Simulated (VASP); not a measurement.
A run of VASP 6.6.1 is set up as follows.

INCAR

```
SYSTEM = AlN
  PREC = Accurate
  ENCUT = 520
  EDIFF = 1E-7
  ISMEAR = 0
  SIGMA = 0.05
  LREAL = .FALSE.
  LASPH = .TRUE.
  NELM = 80
  ALGO = Normal
  ISIF = 2
  LWAVE = .FALSE.
  LCHARG = .TRUE.
  GGA = PS
  LELF = .TRUE.
  LVHAR = .TRUE.
  NBANDS = 16
```

KPOINTS

```
Automatic mesh
0
G
  9 9 6
  0 0 0
```

File POSCAR:

```
AlN
1.0
    3.1536239158      0.0000000000      0.0000000000
   -1.5768119579      2.7311184250      0.0000000000
    0.0000000000      0.0000000000      4.8443522454
Al N
2 2
Direct
    0.3333333333      0.6666666667      0.0000000000
    0.6666666667      0.3333333333      0.5000000000
    0.3333333333      0.6666666667      0.3850000000
    0.6666666667      0.3333333333      0.8850000000
```

Potentials or basis: VASP PAW PBE potentials, release 64 (Al, N).

The run is started by

```bash
$ cat potpaw_PBE.64/Al/POTCAR potpaw_PBE.64/N/POTCAR > POTCAR
$ mpirun -np 1 vasp_std > vasp.out
```

What does it give for the band gap on the k mesh?

3.98 eV, direct.

Predict the largest force.

0.371 eV/Å.

Stress tensor (GPa, compression positive):
```
-4.40  0.00  0.00
 0.00 -4.40  0.00
 0.00  0.00  9.78
```

Caveat: the PAW data sets were made with another functional, which shifts forces and pressure a little. A k mesh can miss the band edges.
